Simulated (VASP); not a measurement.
# Mg32O31 (a cell with a defect) in VASP: notebook

Runs on Mg32O31 (a cell with a defect). Level: PBE+D3(BJ). Tasks: single point.

Program: VASP 6.6.1. These are calculated values, not measurements. Logs are shortened: lines on timing, memory, paths and dates and some standing lists are left out, and cuts for length are marked.

## (1) The cell of the first run

The cell holds a defect, 63 atoms: a = 8.822 Å, b = 8.822 Å, c = 8.822 Å, α = 90.00°, β = 90.00°, γ = 90.00°.

## (2) Single point, PBE+D3(BJ)

INCAR

```
PREC     = Accurate       # precision mode
ENCUT    = 520            # plane-wave cutoff, eV
EDIFF    = 1E-6           # SCF threshold, eV
ISMEAR   = 0              # smearing method
SIGMA    = 0.05           # smearing width, eV
LREAL    = Auto         
LASPH    = T              # aspherical terms in the spheres
NELM     = 100            # most SCF steps
ALGO     = Normal         # electronic algorithm
ISIF     = 2              # what is computed and relaxed
LWAVE    = F              # write WAVECAR
LCHARG   = F              # write CHGCAR
GGA      = PE             # functional
IVDW     = 12             # dispersion correction
NBANDS   = 162            # bands
```

KPOINTS

```
Automatic mesh
0
Gamma
  1 1 1
```

POSCAR

```
Mg32O31
1.0
    8.8224000000      0.0000000000      0.0000000000
    0.0000000000      8.8224000000      0.0000000000
    0.0000000000      0.0000000000      8.8224000000
Mg O
32 31
Direct
    0.4983205250     -0.0003621464      0.0010636561
    0.7483039762      0.2496223250     -0.0020809530
    0.7498160365      0.0033478419      0.2487090814
   -0.0003095530      0.0033230187     -0.0013277566
    0.2504926097      0.2496124637      0.0019135383
    0.4983188248      0.4996049828      0.0010655831
    0.7467913493      0.7496190379     -0.0036613620
    0.2437471663     -0.0036128491      0.2556321409
    0.4974723431      0.2496201714      0.2488910047
    0.7498156964      0.4959014554      0.2487124819
    0.5007139781      0.0033295929      0.4996848930
    0.7489055132      0.2496256121      0.4992161997
    0.7506696590      0.0007471890      0.7487071545
   -0.0003017320      0.4959170974     -0.0013307037
    0.2497534684      0.7496267456     -0.0100489663
   -0.0014566331      0.2496284458      0.2458991884
    0.2437598613      0.5028568190      0.2556269269
    0.5094367746      0.7496261788      0.2496302593
    0.0008874003      0.0088437387      0.4984936072
    0.2534865796      0.2496267456      0.5008422878
    0.5007139781      0.4959214046      0.4996863665
    0.7416188339      0.7496239119      0.5018453029
    0.2506729461      0.0033434213      0.7495700716
    0.5014633206      0.2496208515      0.7510782780
    0.7506738529      0.4984959875      0.7487088547
   -0.0115941240      0.7496173377      0.2368938157
    0.0008966948      0.4904083923      0.4985018816
    0.2624907055      0.7496285591      0.5109803455
    0.0001671881      0.2496177911      0.7504835419
    0.2506755531      0.4958998685      0.7495757390
    0.5030424828      0.7496223250      0.7525870511
   -0.0024633886      0.7496237985      0.7577678410
    0.7460134431      0.2496327530      0.2482666848
   -0.0050610945      0.4930671926      0.2473214771
   -0.0006595711      0.2496295793      0.5000495330
    0.2498484539      0.2496312795      0.2495398078
    0.4974477466      0.5038958787      0.2504854688
    0.7496429543      0.7496295793      0.2473783778
   -0.0050641549      0.0062003536      0.2473231774
    0.5022760247      0.2496301460      0.4993122053
    0.7499800508      0.4995617972      0.4989260292
    0.7503018453      0.2496346799      0.7490894768
    0.0004641594      0.4995667845      0.7494044704
    0.0000791168      0.2496320729     -0.0028887831
    0.2116030785      0.7496414808      0.2877837096
    0.4974571545     -0.0046307127      0.2504872824
    0.2520639509      0.4930644723      0.5044509431
    0.5017021445      0.7496325263      0.5003614663
    0.7499850381     -0.0003007118      0.4989289762
    0.2511255441      0.2496308261      0.7533778790
    0.5008022760      0.4996226650      0.7504399030
    0.7485650163      0.7496328663      0.7508244922
    0.0004639327     -0.0002983315      0.7494069641
    0.4988418118      0.2496338865      0.0005505305
    0.7489517592      0.4996244786     -0.0014129942
   -0.0009683306      0.7496374003     -0.0023154697
    0.2520681447      0.0061974066      0.5044528700
    0.2520184984      0.7496379670      0.7497459875
    0.5008074900     -0.0003553455      0.7504416032
    0.2489033596      0.5038988257      0.0019365479
    0.4970156647      0.7496336598      0.0023766775
    0.7489517592     -0.0003556855     -0.0014122008
    0.2489073268     -0.0046290125      0.0019397216
```

Potentials or basis: VASP PAW PBE potentials, release 64 (Mg, O).

Run with:

```sh
$ cat potpaw_PBE.64/Mg/POTCAR potpaw_PBE.64/O/POTCAR > POTCAR
$ mpirun -np 1 vasp_gam > vasp.out
```

OUTCAR:

```text
PREC = Accurate
   ENCUT = 520
   EDIFF = 1E-6
   ISMEAR = 0
   LREAL = Auto
   LASPH = T
   NELM = 100
   ISIF = 2
   GGA = PE
   IVDW = 12
 IVDW          = 12

 ion  position               nearest neighbor table
   1  0.498  1.000  0.001-  63 2.20  46 2.20  54 2.21  61 2.21  59 2.21  62 2.21   5 3.11   9 3.11
                             7 3.11  31 3.11  15 3.11  18 3.11   3 3.11  23 3.11   2 3.12  24 3.12
   2  0.748  0.250  0.998-  42 2.20  54 2.20  62 2.21  55 2.21  33 2.21  44 2.22  24 3.08   3 3.10
                            10 3.10   4 3.10  14 3.10  25 3.11  13 3.11  16 3.11  29 3.11   6 3.12
   3  0.750  0.003  0.249-  39 2.16  33 2.17  62 2.21  49 2.21  46 2.23  38 2.24  26 3.07  18 3.08
                            16 3.09  12 3.10   2 3.10   9 3.11   1 3.11   4 3.12  11 3.12  19 3.12
   4  1.000  0.003  0.999-  44 2.17  39 2.19  53 2.20  63 2.20  62 2.21  56 2.24  26 3.07  16 3.08
                            29 3.08  32 3.09   5 3.10   2 3.10  13 3.11   3 3.12  23 3.12   8 3.13
   5  0.250  0.250  0.002-  36 2.18  54 2.19  50 2.19  44 2.21  63 2.24  60 2.24   9 3.08  16 3.09
                             4 3.10  14 3.10   1 3.11   6 3.11  23 3.11  30 3.11  29 3.13  24 3.13
   6  0.498  0.500  0.001-  60 2.20  37 2.20  54 2.21  61 2.21  51 2.21  55 2.21   9 3.11   5 3.11
                             7 3.11  31 3.11  18 3.11  15 3.11  30 3.11  10 3.11   2 3.12  24 3.12
   7  0.747  0.750  0.996-  52 2.17  61 2.20  55 2.21  62 2.21  38 2.21  56 2.23  26 3.01  31 3.04
                            32 3.05  18 3.06   6 3.11   1 3.11  25 3.11  13 3.11  10 3.16   3 3.16
   8  0.244  0.996  0.256-  39 2.20  57 2.20  45 2.21  36 2.24  63 2.24  46 2.24  19 3.03  16 3.11
                            20 3.11   4 3.13  11 3.13  28 3.14  26 3.14   5 3.16   9 3.16   1 3.18
   9  0.497  0.250  0.249-  36 2.18  54 2.19  33 2.19  40 2.21  46 2.24  37 2.24   5 3.08  20 3.09
[... 76 lines left out ...]
  62  0.749  1.000  0.999-  13 2.20   2 2.21   7 2.21   3 2.21   1 2.21   4 2.21
  63  0.249  0.995  0.002-  15 2.17   4 2.20   1 2.20  23 2.23   8 2.24   5 2.24

  LATTYP: Found a simple cubic cell.
 ALAT       =     8.8224000000

  Lattice vectors:

 A1 = (   8.8224000000,   0.0000000000,   0.0000000000)
 A2 = (   0.0000000000,   8.8224000000,   0.0000000000)
 A3 = (   0.0000000000,   0.0000000000,   8.8224000000)

Analysis of symmetry for initial positions (statically):
=====================================================================
 Subroutine PRICEL returns:
 Original cell was already a primitive cell.

 Routine SETGRP: Setting up the symmetry group for a
 simple cubic supercell.

 Subroutine GETGRP returns: Found  1 space group operations
 (whereof  1 operations were pure point group operations)
 out of a pool of 48 trial point group operations.

The static configuration has the point symmetry C_1 .

Analysis of symmetry for dynamics (positions and initial velocities):
=====================================================================
 Subroutine PRICEL returns:
 Original cell was already a primitive cell.

 Routine SETGRP: Setting up the symmetry group for a
 simple cubic supercell.

 Subroutine GETGRP returns: Found  1 space group operations
 (whereof  1 operations were pure point group operations)
 out of a pool of 48 trial point group operations.

The dynamic configuration has the point symmetry C_1 .

 Subroutine INISYM returns: Found  1 space group operations
 (whereof  1 operations are pure point group operations),
 and found     1 'primitive' translations

----------------------------------------------------------------------------------------

                                     Primitive cell

  volume of cell :     686.6892

  direct lattice vectors                    reciprocal lattice vectors
     8.822400000  0.000000000  0.000000000     0.113347842  0.000000000  0.000000000
     0.000000000  8.822400000  0.000000000     0.000000000  0.113347842  0.000000000
     0.000000000  0.000000000  8.822400000     0.000000000  0.000000000  0.113347842

[... 42 lines left out ...]
   PSTRESS=    0.0 pullay stress
   NELECT =     250.0000    total number of electrons
   NUPDOWN=      -1.0000    fix difference up-down
   EMIN   =  10.00;   EMAX   =-10.00  energy-range for DOS
   EFERMI =   0.00;   METHOD = LEGACY
   ISMEAR =     0;   SIGMA  =   0.05  broadening in eV -4-tet -1-fermi 0-gaus
   EFERMI_NEDOS =   21; number of points for ismear=-14 and -15
   IALGO  =     38    algorithm
   IMIX   =      4    mixing-type and parameters
     AMIX     =   0.40;   BMIX     =  1.00
     AMIX_MAG =   1.60;   BMIX_MAG =  1.00
  volume/ion in A,a.u.               =      10.90        73.56
  Fermi-wavevector in a.u.,A,eV,Ry     =   1.168965  2.209023 18.592071  1.366479
  Thomas-Fermi vector in A             =   2.305444
   LORBIT       =      0    0 simple, 1 ext, 2 COOP (PROOUT), +10 PAW based schemes
   GGA     = PE    functional components
   LHFCALC =     F    Hartree Fock is set to
   AEXX    =    0.0000 exact exchange contribution
   IVDW    =    12    specifies the selected vdW correction
   LEPSILON=     F    determine dielectric tensor
   LRPA    =     F    only Hartree local field effects (RPA)
 non-spin polarized calculation
 Gauss-broadening in eV      SIGMA  =   0.05
  energy-cutoff  :      520.00
  volume of cell :      686.69
 maximum number of plane-waves:      9307
 NGX is ok and might be reduce to    70
   NGX = 33   NGY = 33   NGZ = 33

 number of electron     250.0000043 magnetization

 Free energy of the ion-electron system (eV)
  ---------------------------------------------------
  ext. energy  EPLUGINS =         0.00000000
  ---------------------------------------------------
  free energy    TOTEN  =      -365.98578247 eV

  energy without entropy =     -365.98578247  energy(sigma->0) =     -365.98578247

 E-fermi :   4.6476     XC(G=0): -10.3844

 val. band max:        4.3564640420   @ k =   0.0000   0.0000   0.0000
 cond. band min:       6.3428331404   @ k =   0.0000   0.0000   0.0000
 fundamental gap:      1.9863690984
 Fermi energy:         4.6476001107

 k-point     1 :       0.0000    0.0000    0.0000
  band No.  band energies     occupation
      1     -14.4643      2.00000
      2     -13.9720      2.00000
      3     -13.9551      2.00000
      4     -13.9421      2.00000
      5     -13.8667      2.00000
      6     -13.8601      2.00000
[... 129 lines left out ...]
    136       9.4009      0.00000
    137       9.4837      0.00000
 [bands above 137 left out]

------------------------ aborting loop because EDIFF is reached ----------------------------------------

 Edisp (eV)  -16.04107

 E8    (eV) :    -6.2989

  FORCE on cell =-STRESS in cart. coord.  units (eV):
  Direction    XX          YY          ZZ          XY          YZ          ZX
  --------------------------------------------------------------------------------------
  -------------------------------------------------------------------------------------
  Total     -65.84185   -66.80518   -65.84188    -0.00245    -0.00389     1.03902
  in kB    -153.62162  -155.86927  -153.62170    -0.00571    -0.00907     2.42424
  external pressure =     -154.37 kB  Pullay stress =        0.00 kB

 VOLUME and BASIS-vectors are now :
 -----------------------------------------------------------------------------
  energy-cutoff  :      520.00
  volume of cell :      686.69
      direct lattice vectors                 reciprocal lattice vectors
     8.822400000  0.000000000  0.000000000     0.113347842  0.000000000  0.000000000
     0.000000000  8.822400000  0.000000000     0.000000000  0.113347842  0.000000000
     0.000000000  0.000000000  8.822400000     0.000000000  0.000000000  0.113347842

 POSITION                                       TOTAL-FORCE (eV/Angst)
 -----------------------------------------------------------------------------------
      4.39638      8.81920      0.00938        -0.010140     -0.015212      0.010036
      6.60184      2.20227      8.80404        -0.008299      0.000524      0.033796
      6.61518      0.02954      2.19421        -0.015668     -0.044172      0.011229
      8.81967      0.02932      8.81069        -0.014310     -0.030837      0.013424
      2.20995      2.20218      0.01688        -0.010774      0.000351      0.021780
      4.39637      4.40772      0.00940        -0.010242      0.015545      0.009819
[... 55 lines left out ...]
      6.60755      8.81926      8.80994        -0.008504      0.008062      0.020467
      2.19596      8.78156      0.01711        -0.012034      0.021636     -0.008936
 -----------------------------------------------------------------------------------
    total drift:                                0.007390     -0.006796     -0.000755

  FREE ENERGIE OF THE ION-ELECTRON SYSTEM (eV)
  ---------------------------------------------------
  free  energy   TOTEN  =      -382.0268571832 eV

  energy  without entropy=     -382.0268571832  energy(sigma->0) =     -382.02685718
```

Run time: 5.2 min. Hardware: 1 thread of Intel Xeon Platinum 8488C (Sapphire Rapids), shared host; peak memory 0.65 GiB.

What came out:

| Quantity | Value |
| --- | --- |
| Free energy | -382.0269 eV |
| Pressure | -15.4 GPa |
| Largest force | 1.615 eV/Å |
| Band gap on the k mesh | 1.99 eV |
| Dispersion energy per atom | -0.255 eV |

Forces on the atoms (eV/Å):
```
Mg  -0.010 -0.015  0.010
Mg  -0.008  0.001  0.034
Mg  -0.016 -0.044  0.011
Mg  -0.014 -0.031  0.013
Mg  -0.011  0.000  0.022
Mg  -0.010  0.016  0.010
Mg   0.021  0.000  0.070
Mg   0.035 -0.092 -0.036
Mg  -0.021  0.000  0.011
Mg  -0.016  0.044  0.011
Mg  -0.014 -0.031  0.014
Mg  -0.043  0.000  0.006
Mg  -0.035 -0.003  0.035
Mg  -0.015  0.032  0.014
Mg  -0.052  0.000  0.138
Mg   0.031  0.000  0.035
Mg   0.035  0.093 -0.035
Mg  -0.140  0.001  0.052
Mg  -0.094  0.062  0.093
Mg  -0.035  0.000 -0.031
Mg  -0.014  0.031  0.014
Mg   0.034  0.001 -0.010
Mg  -0.011 -0.044  0.015
Mg  -0.033  0.000  0.008
Mg  -0.035  0.004  0.034
Mg   0.236  0.000  0.188
Mg  -0.094 -0.061  0.093
Mg  -0.188  0.000 -0.235
Mg  -0.006  0.000  0.043
Mg  -0.012  0.045  0.015
Mg  -0.070  0.001 -0.021
Mg   0.010  0.001 -0.035
O    0.020  0.001  0.018
O    0.030  0.100  0.083
O   -0.022  0.001  0.020
O   -0.024 -0.001  0.022
O    0.009 -0.020  0.012
O    0.019  0.001  0.022
O    0.030 -0.100  0.083
O   -0.059 -0.001  0.008
O   -0.045 -0.043  0.030
O   -0.023  0.000  0.023
O   -0.029 -0.045  0.045
O   -0.007  0.000  0.060
O    1.143 -0.003 -1.142
O    0.007  0.020  0.013
O   -0.082  0.100 -0.029
O   -0.020  0.000  0.018
O   -0.045  0.043  0.030
O   -0.018  0.001 -0.019
O   -0.020 -0.009  0.007
O   -0.025 -0.001  0.025
O   -0.029  0.042  0.045
O   -0.017 -0.001  0.016
O   -0.008 -0.008  0.021
O   -0.018 -0.001  0.020
O   -0.081 -0.100 -0.029
O   -0.020  0.000 -0.018
O   -0.020  0.007  0.007
O   -0.012 -0.021 -0.009
O   -0.020 -0.002  0.020
O   -0.009  0.008  0.020
O   -0.012  0.022 -0.009
```

Caveat: the k points lie up to 0.71 Å⁻¹ apart.

## (3) Single point, PBE+D3(BJ)

INCAR

```
SYSTEM = Mg32O31
PREC = Accurate
ENCUT = 520
EDIFF = 1E-6
ISMEAR = 0
SIGMA = 0.05
LREAL = Auto
LASPH = .TRUE.
NELM = 60
ALGO = Normal
ISIF = 2
LWAVE = .FALSE.
LCHARG = .FALSE.
GGA = PE
IVDW = 12
NBANDS = 162
```

KPOINTS

```
regular mesh
0
G
  1 1 1
  0 0 0
```

POSCAR

```
Mg32O31
1.0
    8.8224000000      0.0000000000      0.0000000000
    0.0000000000      8.8224000000      0.0000000000
    0.0000000000      0.0000000000      8.8224000000
Mg O
32 31
Direct
    0.4983681311      0.0003492247      0.0011187432
    0.7482548966      0.2496842129     -0.0025355912
    0.7498195502      0.0051071137      0.2488021400
   -0.0004386561      0.0047536951     -0.0012997597
    0.2503445774      0.2496754851      0.0016349293
    0.4983680178      0.4990179543      0.0011190832
    0.7455492836      0.7496817193     -0.0055183397
    0.2418302276     -0.0002527657      0.2576508660
    0.4978552321      0.2496819460      0.2491402566
    0.7498198903      0.4942664128      0.2488067873
    0.5007881075      0.0047607227      0.4999158959
    0.7503917301      0.2496875000      0.4994652249
    0.7514383841      0.0008511289      0.7480403292
   -0.0004319686      0.4946106502     -0.0013032735
    0.2510269314      0.7496872733     -0.0147514282
   -0.0028611262      0.2496905604      0.2455999501
    0.2418463230      0.4996122370      0.2576431583
    0.5142402294      0.7496876133      0.2484583560
    0.0038908914      0.0069767864      0.4955917891
    0.2538885111      0.2496878400      0.5023482272
    0.5007878808      0.4946154108      0.4999178228
    0.7393595847      0.7496867066      0.5026468988
    0.2506828074      0.0051041667      0.7496697044
    0.5020198585      0.2496834195      0.7512297107
    0.7514432581      0.4985169568      0.7480411226
   -0.0209787586      0.7496758252      0.2301467855
    0.0038982590      0.4923939064      0.4956036906
    0.2693396355      0.7496916939      0.5204675598
    0.0000213094      0.2496771853      0.7490992247
    0.2506841676      0.4942641458      0.7496736716
    0.5050012468      0.7496843263      0.7539328301
   -0.0031633116      0.7496863665      0.7601284231
    0.7449118154      0.2496953210      0.2483742519
   -0.0066988575      0.4896547425      0.2449614617
   -0.0003930903      0.2496907871      0.4998846119
    0.2501293299      0.2496915805      0.2493601514
    0.4966892229      0.5047458741      0.2506661453
    0.7486309848      0.7496904470      0.2473441467
   -0.0067052049      0.0097419070      0.2449598749
    0.5039725018      0.2496923740      0.4995985219
    0.7511832381      0.5014103872      0.4983214318
    0.7507623776      0.2496964545      0.7487310709
    0.0011711099      0.5014166213      0.7483020493
   -0.0001055268      0.2496947543     -0.0044832472
    0.1692230005      0.7497210510      0.3302656873
    0.4966999909     -0.0053579525      0.2506682989
    0.2545247325      0.4896502086      0.5061901523
    0.5019859675      0.7496936208      0.5004266413
    0.7511895856     -0.0020271128      0.4983238121
    0.2511202167      0.2496931674      0.7545811797
    0.5011131892      0.4999129489      0.7507369877
    0.7490779153      0.7496944142      0.7504134929
    0.0011706565     -0.0020234857      0.7483073767
    0.4988957653      0.2496962278      0.0005996101
    0.7487570276      0.4999156692     -0.0016226877
   -0.0009318326      0.7496987214     -0.0024972797
    0.2545328935      0.0097380531      0.5061963865
    0.2521563293      0.7496997416      0.7508600834
    0.5011198767     -0.0005221935      0.7507393680
    0.2488248096      0.5047489345      0.0027964046
    0.4975862577      0.7496946409      0.0019078709
    0.7487553273     -0.0005235537     -0.0016217809
    0.2488294568     -0.0053562523      0.0027986716
```

Potentials or basis: VASP PAW PBE potentials, release 64 (Mg, O).

Run with:

```sh
$ cat potpaw_PBE.64/Mg/POTCAR potpaw_PBE.64/O/POTCAR > POTCAR
$ mpirun -np 1 vasp_gam > vasp.out
```

Run time: 4.9 min. Hardware: 1 thread of Intel Xeon Platinum 8488C (Sapphire Rapids), shared host; peak memory 0.64 GiB.

It converged, with:

* Free energy: -380.7998 eV
* Pressure: -14.2 GPa
* Largest force: 2.175 eV/Å
* Band gap on the k mesh: 1.85 eV
* Dispersion energy per atom: -0.255 eV

Forces on the atoms (eV/Å):
```
Mg  -0.008 -0.008  0.008
Mg   0.000  0.000  0.017
Mg  -0.010 -0.008  0.012
Mg  -0.016 -0.016  0.005
Mg  -0.012  0.000  0.044
Mg  -0.008  0.008  0.008
Mg   0.013  0.000  0.034
Mg  -0.066 -0.167  0.066
Mg  -0.044  0.000  0.012
Mg  -0.010  0.008  0.013
Mg  -0.004 -0.016  0.016
Mg  -0.037  0.000  0.005
Mg  -0.018  0.001  0.019
Mg  -0.016  0.017  0.004
Mg  -0.071  0.000 -0.018
Mg   0.029  0.001  0.024
Mg  -0.066  0.166  0.066
Mg   0.018  0.000  0.071
Mg  -0.119  0.102  0.119
Mg  -0.024  0.000 -0.029
Mg  -0.004  0.017  0.016
Mg   0.081  0.000  0.031
Mg  -0.012 -0.007  0.010
Mg  -0.016  0.000  0.001
Mg  -0.018  0.000  0.019
Mg   0.074  0.000  0.180
Mg  -0.119 -0.102  0.119
Mg  -0.179  0.000 -0.074
Mg  -0.005  0.000  0.037
Mg  -0.012  0.008  0.010
Mg  -0.034  0.000 -0.012
Mg  -0.030  0.001 -0.080
O   -0.017  0.000  0.002
O   -0.026  0.053  0.075
O   -0.025  0.000  0.021
O   -0.019 -0.001  0.018
O   -0.036  0.045  0.008
O    0.013 -0.001 -0.016
O   -0.026 -0.053  0.073
O   -0.048  0.000 -0.001
O   -0.065 -0.067  0.021
O   -0.020  0.000  0.020
O   -0.021 -0.066  0.067
O    0.002  0.000  0.049
O    1.538  0.000 -1.537
O   -0.036 -0.044  0.007
O   -0.075  0.052  0.026
O   -0.013  0.000  0.003
O   -0.065  0.067  0.022
O   -0.001  0.000  0.014
O   -0.017 -0.006  0.014
O   -0.067  0.000  0.067
O   -0.021  0.066  0.067
O   -0.020  0.000  0.019
O   -0.015 -0.007  0.016
O   -0.004 -0.002  0.013
O   -0.076 -0.052  0.026
O    0.017 -0.001 -0.013
O   -0.018  0.006  0.015
O   -0.007  0.043  0.034
O   -0.066 -0.001  0.068
O   -0.016  0.007  0.017
O   -0.007 -0.044  0.035
```

Stress tensor (GPa, compression positive):
```
-14.05   0.00   0.76
  0.00 -14.58   0.00
  0.76   0.00 -14.05
```

Levels at points of the mesh, in eV from the valence-band top:
```
           k point  band 122  band 123  band 124  band 125  band 126  band 127  band 128  band 129
(0.00, 0.00, 0.00)     -2.54     -2.48     -2.22      0.00      1.85      2.96      3.48      3.62
```

Caveat: the k points lie up to 0.71 Å⁻¹ apart.
